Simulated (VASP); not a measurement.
Set up this calculation in VASP 6.6.1, as the native input.

| Item | Value |
| --- | --- |
| Task | single point |
| Functional | LDA |
| Potentials or basis | VASP PAW LDA potentials, release 64 (Ga_d, N) |
| Cutoff | 520 eV |
| k mesh | 10 × 10 × 10 |
| Occupations | gaussian, width 0.02 eV |
| Spin | no spin polarisation |
| Dipole correction | no |
| Further INCAR settings | ALGO = Normal; EDIFF = 1e-06; NBANDS = 16 |

The structure of GaN lies in POSCAR:

```
GaN
1.0
    0.0000000000      2.2277008246      2.2277008246
    2.2277008246      0.0000000000      2.2277008246
    2.2277008246      2.2277008246      0.0000000000
Ga N
1 1
Direct
    0.0000000000      0.0000000000      0.0000000000
    0.7500000000      0.7500000000      0.7500000000
```

These files were run (other wordings do the same):

INCAR

```
PREC     = Accurate       # precision mode
ENCUT    = 520            # plane-wave cutoff, eV
EDIFF    = 1E-6           # SCF threshold, eV
ISMEAR   = 0              # smearing method
SIGMA    = 0.02           # smearing width, eV
LREAL    = False          # projectors in reciprocal space
LASPH    = True           # aspherical terms in the spheres
NELM     = 60             # most SCF steps
ALGO     = Normal         # electronic algorithm
ISIF     = 2              # what is computed and relaxed
LWAVE    = False          # write WAVECAR
LCHARG   = True           # write CHGCAR
LELF     = True           # ELF
LVHAR    = True         
NBANDS   = 16             # bands
```

KPOINTS

```
regular mesh
0
Gamma
  10 10 10
```

Potentials or basis: VASP PAW LDA potentials, release 64 (Ga_d, N).

Run with:

```console
$ cat potpaw_LDA.64/Ga_d/POTCAR potpaw_LDA.64/N/POTCAR > POTCAR
$ mpirun -np 1 vasp_std > vasp.out
```

Results of the run:

```json
{
  "Pressure": "1.1 GPa",
  "Band gap on the k mesh": "1.97 eV, direct"
}
```

It took 17 s on 1 thread of AMD EPYC 7R43 64-Core Processor (Zen 3) (shared host), peak memory 0.1 GiB.
